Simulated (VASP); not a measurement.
The system is Ni.

```
CELL_PARAMETERS angstrom
0.00000 1.76194 1.76194
1.76194 0.00000 1.76194
1.76194 1.76194 0.00000
ATOMIC_POSITIONS crystal
Ni 0.00000 0.00000 0.00000
```

| Item | Value |
| --- | --- |
| Program | VASP 6.6.1 |
| Task | relaxation of cell and atoms |
| Functional | PBEsol |
| Potentials or basis | VASP PAW PBE potentials, release 64 (Ni) |
| Cutoff | 600 eV |
| k mesh | 15 × 15 × 15 |
| Occupations | fermi-dirac, width 0.1 eV |
| Spin | no spin polarisation |

At the start: pressure -11.2 GPa; volume 10.94 Å³/atom.

Question: Where does the relaxation end?

Answer: Over 3 steps the energy falls by 22.0 meV/atom and the volume is 10.35 Å³/atom (-5.4 %); space group Fm-3m (No. 225, to 0.05 Å).

Step by step:
```csv
step,energy change (eV),largest force (eV/Å),pressure (GPa),volume (Å³)
1,0.0000,0.0000,-11.16,10.94
2,0.0029,0.0000,14.83,9.78
3,-0.0220,0.0000,-0.12,10.35
```

Final structure:
```
Ni
1.0
     0.00000    1.72968    1.72968
     1.72968    0.00000    1.72968
     1.72968    1.72968    0.00000
Ni
1
Direct
  0.00000 0.00000 0.00000
```

Caveat: the PAW data sets were made with another functional, which shifts forces and pressure a little; the run has no spin polarisation, though such a crystal can be magnetic.
